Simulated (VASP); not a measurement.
# Cu (Fd-3m) in VASP: a series of runs, part 2 of 2

VASP 6.6.1. The steps go on from the part before.

## Step 3: Single point, BLYP (volume scaled by 1.08)

File INCAR:

```
PREC = Accurate
ENCUT = 520
EDIFF = 1E-6
ISMEAR = -1
SIGMA = 0.1
LREAL = False
LASPH = True
NELM = 60
ALGO = Normal
ISIF = 2
LWAVE = False
LCHARG = False
GGA = B5
ALDAX = 1.0
AGGAX = 1.0
AGGAC = 1.0
ALDAC = 0.0
NBANDS = 18
```

File KPOINTS:

```
Automatic mesh
0
Gamma
  11 11 11
```

File POSCAR:

```
Cu
1.0
    0.0000000000      2.8061666699      2.8061666699
    2.8061666699      0.0000000000      2.8061666699
    2.8061666699      2.8061666699      0.0000000000
Cu
2
Direct
    0.1250000000      0.1250000000      0.1250000000
    0.8750000000      0.8750000000      0.8750000000
```

Potentials or basis: VASP PAW PBE potentials, release 64 (Cu).

Command:

```bash
> cat potpaw_PBE.64/Cu/POTCAR > POTCAR
> mpirun -np 1 vasp_std > vasp.out
```

OUTCAR:

```text
PREC = Accurate
   ENCUT = 520
   EDIFF = 1E-6
   ISMEAR = -1
   LREAL = False
   LASPH = True
   NELM = 60
   ISIF = 2
   GGA = B5

 ion  position               nearest neighbor table
   1  0.125  0.125  0.125-   2 2.43   2 2.43   2 2.43   2 2.43
   2  0.875  0.875  0.875-   1 2.43   1 2.43   1 2.43   1 2.43

  LATTYP: Found a face centered cubic cell.
 ALAT       =     5.6123333398

  Lattice vectors:

 A1 = (   0.0000000000,   2.8061666699,   2.8061666699)
 A2 = (   2.8061666699,   0.0000000000,   2.8061666699)
 A3 = (   2.8061666699,   2.8061666699,   0.0000000000)
[... 191 lines left out ...]
      6      -0.4107      2.00000
[... 481 lines left out ...]
      5      -0.2849      2.00000
      6      -0.1118      2.00000
[... 10 lines left out ...]
     17      14.0742      0.00000
     18      14.1084      0.00000

 [... further k-points ...]
[... 5 lines left out ...]
  --------------------------------------------------------------------------------------
  -------------------------------------------------------------------------------------
  Total       -0.7125592     -0.7125592     -0.7125592     -0.0000000      0.0000000     -0.0000000
  in kB      -25.8321851    -25.8321851    -25.8321851     -0.0000000      0.0000000     -0.0000000
  external PRESSURE =     -25.8321851 kB  Pullay stress =       0.0000000 kB

 VOLUME and BASIS-vectors are now :
 -----------------------------------------------------------------------------
  energy-cutoff  :      520.00
  volume of cell :       44.19
      direct lattice vectors                 reciprocal lattice vectors
     0.000000000  2.806166670  2.806166670    -0.178179010  0.178179010  0.178179010
     2.806166670  0.000000000  2.806166670     0.178179010 -0.178179010  0.178179010
     2.806166670  2.806166670  0.000000000     0.178179010  0.178179010 -0.178179010

 POSITION                                       TOTAL-FORCE (eV/Angst)
 -----------------------------------------------------------------------------------
      0.70154      0.70154      0.70154        -0.000000      0.000000      0.000000
      4.91079      4.91079      4.91079         0.000000     -0.000000     -0.000000
 -----------------------------------------------------------------------------------
    total drift:                               -0.000000      0.000000      0.000000

  FREE ENERGIE OF THE ION-ELECTRON SYSTEM (eV)
  ---------------------------------------------------
  free  energy   TOTEN  =        -4.5777474086 eV

  energy  without entropy=       -4.5522153045  energy(sigma->0) =       -4.56498136
```

OSZICAR:

```text
N       E                     dE             d eps       ncg     rms          rms(c)
DAV:   1     0.134437952883E+03    0.13444E+03   -0.10180E+04  2032   0.176E+03
DAV:   2     0.702901748346E+00   -0.13374E+03   -0.12588E+03  2016   0.264E+02
DAV:   3    -0.549854966183E+01   -0.62015E+01   -0.59731E+01  2266   0.839E+01
DAV:   4    -0.559640737335E+01   -0.97858E-01   -0.97775E-01  2406   0.113E+01
DAV:   5    -0.559810692155E+01   -0.16995E-02   -0.16995E-02  2498   0.128E+00    0.912E+00
DAV:   6    -0.563257468818E+01   -0.34468E-01   -0.13977E+01  2358   0.866E+01    0.674E+00
DAV:   7    -0.458488296002E+01    0.10477E+01   -0.34533E+00  2242   0.423E+01    0.482E-01
DAV:   8    -0.458571420573E+01   -0.83125E-03   -0.14150E-01  2754   0.675E+00    0.824E-01
DAV:   9    -0.457801320923E+01    0.77010E-02   -0.40762E-02  2594   0.426E+00    0.143E-01
DAV:  10    -0.457780670456E+01    0.20650E-03   -0.89684E-04  3006   0.497E-01    0.636E-02
DAV:  11    -0.457774589874E+01    0.60806E-04   -0.21702E-04  2830   0.283E-01    0.906E-03
DAV:  12    -0.457774738898E+01   -0.14902E-05   -0.66927E-06  2086   0.240E-02    0.694E-03
DAV:  13    -0.457774740862E+01   -0.19646E-07   -0.15589E-06  2052   0.254E-02
   1 F= -.45777474E+01 E0= -.45649814E+01  d E =-.255321E-01
```

Wall time 48 s (1 thread of Intel Xeon Platinum 8259CL at 2.50GHz (Skylake/Cascade Lake), shared host); peak memory 0.18 GiB.

What came out:

- Free energy: -4.5777 eV
- Pressure: -2.6 GPa
- Band gap on the k mesh: zero (band 11 reaches 2.37 eV, above the bottom of band 12 at 1.76 eV)

Levels at points of the mesh, in eV from the Fermi level:
```tsv
k point	band 8	band 9	band 10	band 11	band 12	band 13	band 14	band 15
(0.00, 0.00, 0.00)	-1.68	-1.68	-1.18	-1.18	8.79	8.79	8.79	9.82
```

Caveat: the cell differs from its parent crystal (volume scaled by 1.08); the PAW data sets were made with another functional, which shifts forces and pressure a little.

## Step 4: Single point, BLYP (volume scaled by 1.12)

File INCAR:

```
PREC = Accurate ; ENCUT = 520
EDIFF = 1E-6 ; ISMEAR = -1
SIGMA = 0.1 ; LREAL = F
LASPH = T ; NELM = 100
ALGO = Normal ; ISIF = 2
LWAVE = F ; LCHARG = F
GGA = B5 ; ALDAX = 1.0
AGGAX = 1.0 ; AGGAC = 1.0
ALDAC = 0.0 ; NBANDS = 18
```

File KPOINTS:

```
regular mesh
0
Gamma
  11 11 11
```

File POSCAR:

```
Cu
1.0
    0.0000000000      2.8403915877      2.8403915877
    2.8403915877      0.0000000000      2.8403915877
    2.8403915877      2.8403915877      0.0000000000
Cu
2
Direct
    0.1250000000      0.1250000000      0.1250000000
    0.8750000000      0.8750000000      0.8750000000
```

Command:

```bash
> cat potpaw_PBE.64/Cu/POTCAR > POTCAR
> mpirun -np 1 vasp_std > vasp.out
```

Wall time 47 s (1 thread of Intel Xeon Platinum 8259CL at 2.50GHz (Skylake/Cascade Lake), shared host); peak memory 0.18 GiB.

The run converged. Its results:

```yaml
Free_energy: -4.5473 eV
Pressure: -3.5 GPa
Band_gap_on_the_k_mesh: zero (band 11 reaches 2.10 eV, above the bottom of band 12 at 1.53 eV)
```

Levels at points of the mesh, in eV from the Fermi level:
| k point | band 8 | band 9 | band 10 | band 11 | band 12 | band 13 | band 14 | band 15 |
| --- | --- | --- | --- | --- | --- | --- | --- | --- |
| (0.00, 0.00, 0.00) | -1.63 | -1.63 | -1.16 | -1.16 | 8.57 | 8.57 | 8.57 | 9.62 |

Caveat: the cell differs from its parent crystal (volume scaled by 1.12); the PAW data sets were made with another functional, which shifts forces and pressure a little.

## Step 5: Relaxation of cell and atoms, BLYP

This run uses another cell than the first one, of 15.94 Å³/atom, 0.749 times its volume.

File INCAR:

```
SYSTEM = Cu
AGGAC    = 1.0          
AGGAX    = 1.0          
ALDAC    = 0.0          
ALDAX    = 1.0          
ALGO     = Normal         ! electronic algorithm
EDIFF    = 1E-6           ! SCF threshold, eV
EDIFFG   = -0.01          ! ionic threshold
ENCUT    = 600            ! plane-wave cutoff, eV
GGA      = B5             ! functional
IBRION   = 2              ! ionic algorithm
ISIF     = 3              ! what is computed and relaxed
ISMEAR   = -1             ! smearing method
LASPH    = .TRUE.         ! aspherical terms in the spheres
LCHARG   = .FALSE.        ! write CHGCAR
LREAL    = .FALSE.        ! projectors in reciprocal space
LWAVE    = .FALSE.        ! write WAVECAR
NELM     = 80             ! most SCF steps
NSW      = 80             ! ionic steps
PREC     = Accurate       ! precision mode
SIGMA    = 0.1            ! smearing width, eV
```

File KPOINTS:

```
k-points
0
G
  11 11 11
  0 0 0
```

File POSCAR:

```
Cu
1.0
    0.0000000000      2.5168736955      2.5168736955
    2.5168736955      0.0000000000      2.5168736955
    2.5168736955      2.5168736955      0.0000000000
Cu
2
Direct
    0.1250000000      0.1250000000      0.1250000000
    0.8750000000      0.8750000000      0.8750000000
```

Command:

```bash
> cat potpaw_PBE.64/Cu/POTCAR > POTCAR
> mpirun -np 1 vasp_std > vasp.out
```

Run time: 1.8 min. Hardware: 1 thread of Intel Xeon Platinum 8259CL at 2.50GHz (Skylake/Cascade Lake), shared host; peak memory 0.17 GiB.

The run converged. Its results:

- Free energy: -4.6005 eV
- Relaxed volume: 20.58 Å³/atom
- Relaxed cell: a = 3.875 Å, b = 3.875 Å, c = 3.875 Å, α = 60.00°, β = 60.00°, γ = 60.00°
- Space group after relaxing (to 0.05 Å): Fd-3m (No. 227)
- Energy gained by relaxing: 239.0 meV/atom
- Ionic steps: 4
- Pressure after relaxing: 0.0 GPa
- Band gap on the k mesh: zero (band 11 reaches 2.92 eV, above the bottom of band 12 at 2.26 eV)

Step by step:
```tsv
step	energy change (eV)	largest force (eV/Å)	pressure (GPa)	volume (Å³)
1	0.0000	0.0000	21.07	31.89
2	-0.4721	0.0000	-1.48	42.57
3	-0.4779	0.0000	0.20	40.95
4	-0.4781	0.0000	0.03	41.15
```

Final structure:
```cif
data_structure
_symmetry_space_group_name_H-M 'P 1'
_symmetry_Int_Tables_number 1
_cell_length_a 3.8752
_cell_length_b 3.8752
_cell_length_c 3.8752
_cell_angle_alpha 60.000
_cell_angle_beta 60.000
_cell_angle_gamma 60.000
_cell_volume 41.15
loop_
_atom_site_label
_atom_site_type_symbol
_atom_site_fract_x
_atom_site_fract_y
_atom_site_fract_z
_atom_site_occupancy
Cu1 Cu 0.12500 0.12500 0.12500 1
Cu2 Cu 0.87500 0.87500 0.87500 1
```

Levels at points of the mesh, in eV from the Fermi level:
| k point | band 7 | band 8 | band 9 | band 10 | band 11 | band 12 | band 13 | band 14 | band 15 |
| --- | --- | --- | --- | --- | --- | --- | --- | --- | --- |
| (0.00, 0.00, 0.00) | -1.79 | -1.79 | -1.79 | -1.22 | -1.22 | 9.24 | 9.24 | 9.24 | 10.22 |

Caveat: the volume moved by over 15 % at a fixed basis, so the end points are rough; the PAW data sets were made with another functional, which shifts forces and pressure a little.

## Step 6: The runs side by side

```tsv
task	cell	cutoff (eV)	gap on the mesh (eV)	pressure (GPa)
single point	a = 3.919 Å, angles 60.0°, 2 atoms	520	none	-1.3
single point	a = 3.969 Å, angles 60.0°, 2 atoms	520	none	-2.6
single point	a = 4.017 Å, angles 60.0°, 2 atoms	520	none	-3.5
relaxation of cell and atoms	relaxed from a = 3.559 Å, angles 60.0°, 2 atoms	600	none	0.0
```

Alike in all rows: level BLYP; potentials or basis VASP PAW PBE potentials, release 64 (Cu); no spin polarisation; k mesh 11 × 11 × 11; smearing fermi-dirac 0.1 eV.

Caveats: the PAW data sets were made with another functional, which shifts forces and pressure a little; the volume moved by over 15 % at a fixed basis, so the end points are rough (some runs).

Total energies depend on the potentials used, so only differences within one code and one set of settings carry meaning.
